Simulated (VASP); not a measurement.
A run of VASP 6.6.1 is set up as follows.

The input INCAR:

```
ALGO     = Normal         # electronic algorithm
EDIFF    = 1E-7           # SCF threshold, eV
ENCUT    = 520            # plane-wave cutoff, eV
GGA      = CA             # functional
ISIF     = 2              # what is computed and relaxed
ISMEAR   = -1             # smearing method
LASPH    = True           # aspherical terms in the spheres
LCHARG   = False          # write CHGCAR
LREAL    = False          # projectors in reciprocal space
LWAVE    = False          # write WAVECAR
NBANDS   = 11             # bands
NELM     = 80             # most SCF steps
PREC     = Accurate       # precision mode
SIGMA    = 0.1            # smearing width, eV
```

The input KPOINTS:

```
k-points
0
Gamma
  17 17 17
```

File POSCAR:

```
Pt
1.0
    2.5265876392      0.0000000000      0.0000000000
    0.0000000000      2.5265876392      0.0000000000
    0.0000000000      0.0000000000      2.5265876392
Pt
1
Direct
    0.0000000000      0.0000000000      0.0000000000
```

Potentials or basis: VASP PAW LDA potentials, release 64 (Pt).

Command:

```console
$ cat potpaw_LDA.64/Pt/POTCAR > POTCAR
$ mpirun -np 1 vasp_std > vasp.out
```

Q: What does it give for the pressure?

A: 14.2 GPa.

Q: Predict the band gap on the k mesh.

A: Zero (band 5 reaches 12.27 eV, above the bottom of band 6 at 8.72 eV).

Caveat: spin-orbit coupling is left out, which moves the levels of the heavy elements.
